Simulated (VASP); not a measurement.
# ZnS (F-43m) in VASP: notebook

The runs below take ZnS through single point, relaxation of cell and atoms, with PBE.

All numbers are computed with VASP 6.6.1; they aren't measurements. Logs are shortened: lines on timing, memory, paths and dates and some standing lists are left out, and cuts for length are marked.

**1. The cell of the first run**

Symmetry: F-43m, No. 216, cubic system. The conventional cell has a = 5.442 Å, b = 5.442 Å, c = 5.442 Å, α = 90.00°, β = 90.00°, γ = 90.00°. Zn (site symmetry -43m) has 4 S at 2.36 Å within 3.1 Å. Within 3.1 Å of S (site symmetry -43m) lie 4 Zn at 2.36 Å.

**2. Single point, PBE**

INCAR reads:

```
SYSTEM = ZnS
PREC     = Accurate       ! precision mode
ENCUT    = 520            ! plane-wave cutoff, eV
EDIFF    = 1E-6           ! SCF threshold, eV
ISMEAR   = 0              ! smearing method
SIGMA    = 0.02           ! smearing width, eV
LREAL    = .False.        ! projectors in reciprocal space
LASPH    = .True.         ! aspherical terms in the spheres
NELM     = 60             ! most SCF steps
ALGO     = Normal         ! electronic algorithm
ISIF     = 2              ! what is computed and relaxed
LWAVE    = .False.        ! write WAVECAR
LCHARG   = .False.        ! write CHGCAR
GGA      = PE             ! functional
NBANDS   = 16             ! bands
```

KPOINTS reads:

```
regular mesh
0
Gamma
  10 10 10
  0 0 0
```

POSCAR reads:

```
ZnS
1.0
    0.0000000000      2.7211543806      2.7211543806
    2.7211543806      0.0000000000      2.7211543806
    2.7211543806      2.7211543806      0.0000000000
Zn S
1 1
Direct
    0.0000000000      0.0000000000      0.0000000000
    0.7500000000      0.7500000000      0.7500000000
```

Potentials or basis: VASP PAW PBE potentials, release 64 (Zn, S).

Command:

```
$ cat potpaw_PBE.64/Zn/POTCAR potpaw_PBE.64/S/POTCAR > POTCAR
$ mpirun -np 1 vasp_std > vasp.out
```

OUTCAR:

```text
SYSTEM = ZnS
   PREC = Accurate
   ENCUT = 520
   EDIFF = 1E-6
   ISMEAR = 0
   LREAL = .False.
   LASPH = .True.
   NELM = 60
   ISIF = 2
   GGA = PE

 ion  position               nearest neighbor table
   1  0.000  0.000  0.000-   2 2.36   2 2.36   2 2.36   2 2.36
   2  0.750  0.750  0.750-   1 2.36   1 2.36   1 2.36   1 2.36

  LATTYP: Found a face centered cubic cell.
 ALAT       =     5.4423087612

  Lattice vectors:

 A1 = (   0.0000000000,   2.7211543806,   2.7211543806)
 A2 = (   2.7211543806,   0.0000000000,   2.7211543806)
 A3 = (   2.7211543806,   2.7211543806,   0.0000000000)

Analysis of symmetry for initial positions (statically):
=====================================================================
 Subroutine PRICEL returns:
 Original cell was already a primitive cell.

 Routine SETGRP: Setting up the symmetry group for a
 face centered cubic supercell.

 Subroutine GETGRP returns: Found 24 space group operations
 (whereof 24 operations were pure point group operations)
 out of a pool of 48 trial point group operations.

The static configuration has the point symmetry T_d .

Analysis of symmetry for dynamics (positions and initial velocities):
=====================================================================
 Subroutine PRICEL returns:
 Original cell was already a primitive cell.

 Routine SETGRP: Setting up the symmetry group for a
 face centered cubic supercell.

 Subroutine GETGRP returns: Found 24 space group operations
 (whereof 24 operations were pure point group operations)
 out of a pool of 48 trial point group operations.

The dynamic configuration has the point symmetry T_d .

 Subroutine INISYM returns: Found 24 space group operations
 (whereof 24 operations are pure point group operations),
 and found     1 'primitive' translations

----------------------------------------------------------------------------------------

                                     Primitive cell

  volume of cell :      40.2986

  direct lattice vectors                    reciprocal lattice vectors
     0.000000000  2.721154381  2.721154381    -0.183745547  0.183745547  0.183745547
     2.721154381  0.000000000  2.721154381     0.183745547 -0.183745547  0.183745547
     2.721154381  2.721154381  0.000000000     0.183745547  0.183745547 -0.183745547

  length of vectors
     3.848293430  3.848293430  3.848293430     0.318256623  0.318256623  0.318256623

  position of ions in fractional coordinates (direct lattice)
     0.000000000  0.000000000  0.000000000
     0.750000000  0.750000000  0.750000000

  ion indices of the primitive-cell ions
   primitive index   ion index
                 1           1
                 2           2

----------------------------------------------------------------------------------------

 KPOINTS: regular mesh

Automatic generation of k-mesh.
 Grid dimensions read from file:
 generate k-points for:   10   10   10

 Generating k-lattice:

  Cartesian coordinates                     Fractional coordinates (reciprocal lattice)
    -0.018374555  0.018374555  0.018374555     0.100000000  0.000000000  0.000000000
     0.018374555 -0.018374555  0.018374555     0.000000000  0.100000000  0.000000000
     0.018374555  0.018374555 -0.018374555     0.000000000  0.000000000  0.100000000

  Length of vectors
     0.031825662  0.031825662  0.031825662

  Shift w.r.t. Gamma in fractional coordinates (k-lattice)
     0.000000000  0.000000000  0.000000000

 Subroutine IBZKPT returns following result:
 ===========================================

 Found     47 irreducible k-points:

 Following reciprocal coordinates:
            Coordinates               Weight
  0.000000  0.000000  0.000000      1.000000
  0.100000  0.000000  0.000000      8.000000
  0.200000  0.000000  0.000000      8.000000
  0.300000  0.000000  0.000000      8.000000
  0.400000  0.000000  0.000000      8.000000
  0.500000  0.000000  0.000000      4.000000
[... 16 lines left out ...]
  0.300000  0.300000  0.000000      6.000000
  0.400000  0.300000  0.000000     24.000000
 [... further k-points ...]
   k-points           NKPTS =     47   k-points in BZ     NKDIM =     47   number of bands    NBANDS=     16
   number of dos      NEDOS =    301   number of ions     NIONS =      2
   total plane-waves  NPLWV =  27000
   dimension x,y,z NGX =    30 NGY =   30 NGZ =   30
   dimension x,y,z NGXF=    60 NGYF=   60 NGZF=   60
   ions per type =               1   1
   NGX,Y,Z   is equivalent  to a cutoff of  12.96, 12.96, 12.96 a.u.
   NGXF,Y,Z  is equivalent  to a cutoff of  25.92, 25.92, 25.92 a.u.
 SYSTEM =  ZnS
   PREC   = accura    normal or accurate (medium, high low for compatibility)
   ISTART =      0    job   : 0-new  1-cont  2-samecut
   ICHARG =      2    charge: 1-file 2-atom 10-const
   ISPIN  =      1    spin polarized calculation?
   LNONCOLLINEAR =      F non collinear calculations
   LSORBIT =      F    spin-orbit coupling
   LASPH  =      T    aspherical Exc in radial PAW
   ENCUT  =  520.0 eV  38.22 Ry    6.18 a.u.   7.16  7.16  7.16*2*pi/ulx,y,z
   NELM   =     60;   NELMIN=  2; NELMDL= -5     # of ELM steps
   EDIFF  = 0.1E-05   stopping-criterion for ELM
   LREAL  =      F    real-space projection
   EDIFFG = 0.1E-04   stopping-criterion for IOM
   NSW    =      0    number of steps for IOM
   IBRION =     -1    ionic relax: 0-MD 1-quasi-New 2-CG
   NFREE  =      0    steps in history (QN), initial steepest desc. (CG)
   ISIF   =      2    stress and relaxation
   ISYM   =      2    0-nonsym 1-usesym 2-fastsym
   POTIM  = 0.5000    time-step for ionic-motion
   TEBEG  =    0.0;   TEEND  =   0.0 temperature during run
   PSTRESS=    0.0 pullay stress
   NELECT =      18.0000    total number of electrons
   NUPDOWN=      -1.0000    fix difference up-down
   EMIN   =  10.00;   EMAX   =-10.00  energy-range for DOS
   EFERMI =   0.00;   METHOD = LEGACY
   ISMEAR =     0;   SIGMA  =   0.02  broadening in eV -4-tet -1-fermi 0-gaus
   EFERMI_NEDOS =   21; number of points for ismear=-14 and -15
   IALGO  =     38    algorithm
   IMIX   =      4    mixing-type and parameters
     AMIX     =   0.40;   BMIX     =  1.00
     AMIX_MAG =   1.60;   BMIX_MAG =  1.00
  volume/ion in A,a.u.               =      20.15       135.97
  Fermi-wavevector in a.u.,A,eV,Ry     =   1.251418  2.364838 21.307372  1.566048
  Thomas-Fermi vector in A             =   2.385367
   LORBIT       =      0    0 simple, 1 ext, 2 COOP (PROOUT), +10 PAW based schemes
   GGA     = PE    functional components
   LHFCALC =     F    Hartree Fock is set to
   AEXX    =    0.0000 exact exchange contribution
   IVDW    =     0    specifies the selected vdW correction
   LEPSILON=     F    determine dielectric tensor
   LRPA    =     F    only Hartree local field effects (RPA)
 non-spin polarized calculation
 Gauss-broadening in eV      SIGMA  =   0.02
  energy-cutoff  :      520.00
  volume of cell :       40.30
 maximum number of plane-waves:      1106
 NGX is ok and might be reduce to    30
   NGX = 15   NGY = 15   NGZ = 15

 number of electron      18.0000008 magnetization

 Free energy of the ion-electron system (eV)
  ---------------------------------------------------
  ext. energy  EPLUGINS =         0.00000000
  ---------------------------------------------------
  free energy    TOTEN  =        -6.85256321 eV

  energy without entropy =       -6.85256321  energy(sigma->0) =       -6.85256321

 E-fermi :   2.0539     XC(G=0):  -9.5310

 val. band max:        1.9116685254   @ k =   0.0000   0.0000   0.0000
 cond. band min:       3.9332367469   @ k =   0.0000   0.0000   0.0000
 fundamental gap:      2.0215682215
 Fermi energy:         2.0538910764

 k-point     1 :       0.0000    0.0000    0.0000
  band No.  band energies     occupation
      1     -11.0832      2.00000
      2      -4.3457      2.00000
      3      -4.3457      2.00000
      4      -4.3457      2.00000
      5      -3.8724      2.00000
      6      -3.8724      2.00000
[... 8 lines left out ...]
     15      13.6495      0.00000
     16      13.6634      0.00000

 k-point     2 :       0.1000    0.0000    0.0000
  band No.  band energies     occupation
      1     -11.0104      2.00000
      2      -4.3446      2.00000
      3      -4.3325      2.00000
      4      -4.3325      2.00000
      5      -3.8735      2.00000
      6      -3.8735      2.00000
[... 8 lines left out ...]
     15      13.2144      0.00000
     16      14.2501      0.00000

 k-point     3 :       0.2000    0.0000    0.0000
  band No.  band energies     occupation
      1     -10.8098      2.00000
      2      -4.3239      2.00000
      3      -4.3000      2.00000
      4      -4.3000      2.00000
      5      -3.8735      2.00000
      6      -3.8735      2.00000
[... 8 lines left out ...]
     15      12.8020      0.00000
     16      14.3679      0.00000

 k-point     4 :       0.3000    0.0000    0.0000
  band No.  band energies     occupation
      1     -10.5382      2.00000
      2      -4.2651      2.00000
      3      -4.2651      2.00000
      4      -4.2332      2.00000
      5      -3.8657      2.00000
      6      -3.8657      2.00000
[... 8 lines left out ...]
     15      13.1583      0.00000
     16      13.8132      0.00000
[... 324 lines left out ...]
 k-point    22 :      -0.2000    0.2000    0.0000
  band No.  band energies     occupation
      1     -10.4462      2.00000
      2      -4.2458      2.00000
      3      -4.2421      2.00000
      4      -4.2187      2.00000
      5      -3.8924      2.00000
      6      -3.8365      2.00000
[... 8 lines left out ...]
     15      14.7076      0.00000
     16      16.3856      0.00000

 k-point    23 :       0.3000    0.3000    0.0000
  band No.  band energies     occupation
      1     -10.3557      2.00000
      2      -4.3821      2.00000
      3      -4.1542      2.00000
      4      -4.1542      2.00000
      5      -3.8996      2.00000
      6      -3.8258      2.00000
[... 8 lines left out ...]
     15      14.7148      0.00000
     16      18.4079      0.00000

 k-point    24 :       0.4000    0.3000    0.0000
  band No.  band energies     occupation
      1     -10.1632      2.00000
      2      -4.3470      2.00000
      3      -4.1116      2.00000
      4      -4.1019      2.00000
      5      -3.8458      2.00000
      6      -3.8186      2.00000
[... 8 lines left out ...]
     15      15.2425      0.00000
     16      17.6187      0.00000

 [... further k-points ...]

------------------------ aborting loop because EDIFF is reached ----------------------------------------

  FORCE on cell =-STRESS in cart. coord.  units (eV):
  Direction    XX          YY          ZZ          XY          YZ          ZX
  --------------------------------------------------------------------------------------
  -------------------------------------------------------------------------------------
  Total        0.0491171      0.0491171      0.0491171      0.0000000      0.0000000     -0.0000000
  in kB        1.9527822      1.9527822      1.9527822      0.0000000      0.0000000     -0.0000000
  external PRESSURE =       1.9527822 kB  Pullay stress =       0.0000000 kB

 VOLUME and BASIS-vectors are now :
 -----------------------------------------------------------------------------
  energy-cutoff  :      520.00
  volume of cell :       40.30
      direct lattice vectors                 reciprocal lattice vectors
     0.000000000  2.721154381  2.721154381    -0.183745547  0.183745547  0.183745547
     2.721154381  0.000000000  2.721154381     0.183745547 -0.183745547  0.183745547
     2.721154381  2.721154381  0.000000000     0.183745547  0.183745547 -0.183745547

 POSITION                                       TOTAL-FORCE (eV/Angst)
 -----------------------------------------------------------------------------------
      0.00000      0.00000      0.00000        -0.000000     -0.000000     -0.000000
      4.08173      4.08173      4.08173         0.000000      0.000000      0.000000
 -----------------------------------------------------------------------------------
    total drift:                                0.000000      0.000000      0.000000

  FREE ENERGIE OF THE ION-ELECTRON SYSTEM (eV)
  ---------------------------------------------------
  free  energy   TOTEN  =        -6.8525632065 eV

  energy  without entropy=       -6.8525632065  energy(sigma->0) =       -6.85256321
```

It took 56 s on 1 thread of AMD EPYC 7R13, shared host; peak memory 0.15 GiB.

What came out:

- Free energy: -6.8526 eV
- Pressure: 0.2 GPa
- Band gap on the k mesh: 2.02 eV, direct

**3. Relaxation of cell and atoms, PBE**

This run uses another cell than the first one, of 19.55 Å³/atom, 0.970 times its volume.

INCAR reads:

```
SYSTEM = ZnS
ALGO     = Normal         ! electronic algorithm
EDIFF    = 1E-6           ! SCF threshold, eV
EDIFFG   = -0.005         ! ionic threshold
ENCUT    = 600            ! plane-wave cutoff, eV
GGA      = PE             ! functional
IBRION   = 2              ! ionic algorithm
ISIF     = 3              ! what is computed and relaxed
ISMEAR   = 0              ! smearing method
LASPH    = .True.         ! aspherical terms in the spheres
LCHARG   = .False.        ! write CHGCAR
LREAL    = .False.        ! projectors in reciprocal space
LWAVE    = .False.        ! write WAVECAR
NELM     = 80             ! most SCF steps
NSW      = 100            ! ionic steps
PREC     = Accurate       ! precision mode
SIGMA    = 0.02           ! smearing width, eV
```

KPOINTS reads:

```
k-points
0
Gamma
  10 10 10
  0 0 0
```

POSCAR reads:

```
ZnS
1.0
    0.0000000000      2.6936828800      2.6936828800
    2.6936828800      0.0000000000      2.6936828800
    2.6936828800      2.6936828800      0.0000000000
Zn S
1 1
Direct
    0.0000000000      0.0000000000      0.0000000000
    0.7500000000      0.7500000000      0.7500000000
```

Potentials or basis: VASP PAW PBE potentials, release 64 (Zn, S).

Command:

```
$ cat potpaw_PBE.64/Zn/POTCAR potpaw_PBE.64/S/POTCAR > POTCAR
$ mpirun -np 1 vasp_std > vasp.out
```

Wall time 2.5 min (1 thread of AMD EPYC 7R13, shared host); peak memory 0.16 GiB.

The run converged. Its results:

- Free energy: -6.8524 eV
- Relaxed volume: 20.22 Å³/atom
- Relaxed cell: a = 3.853 Å, b = 3.853 Å, c = 3.853 Å, α = 60.00°, β = 60.00°, γ = 60.00°
- Space group after relaxing (to 0.05 Å): F-43m (No. 216)
- Energy gained by relaxing: 4.9 meV/atom
- Ionic steps: 4
- Pressure after relaxing: 0.0 GPa
- Band gap on the k mesh: 2.01 eV, direct

Step by step:
```tsv
step	energy change (eV)	largest force (eV/Å)	pressure (GPa)	volume (Å³)
1	0.0000	0.0000	2.51	39.09
2	-0.0088	0.0000	-0.73	40.85
3	-0.0099	0.0000	0.07	40.40
4	-0.0099	0.0000	-0.03	40.44
```

Final structure:
```cif
data_structure
_symmetry_space_group_name_H-M 'P 1'
_symmetry_Int_Tables_number 1
_cell_length_a 3.8528
_cell_length_b 3.8528
_cell_length_c 3.8528
_cell_angle_alpha 60.000
_cell_angle_beta 60.000
_cell_angle_gamma 60.000
_cell_volume 40.44
loop_
_atom_site_label
_atom_site_type_symbol
_atom_site_fract_x
_atom_site_fract_y
_atom_site_fract_z
_atom_site_occupancy
Zn1 Zn 0.00000 0.00000 0.00000 1
S1 S 0.75000 0.75000 0.75000 1
```

Levels at points of the mesh, in eV from the valence-band top:
```tsv
k point	band 6	band 7	band 8	band 9	band 10	band 11	band 12	band 13
(0.00, 0.00, 0.00)	-5.77	0.00	0.00	0.00	2.01	6.41	6.41	6.41
(0.50, 0.00, 0.00)	-5.58	-5.13	-0.83	-0.83	3.26	6.94	6.94	8.78
(0.50, 0.50, 0.00)	-5.57	-4.46	-2.13	-2.13	3.46	4.07	10.81	11.80
```
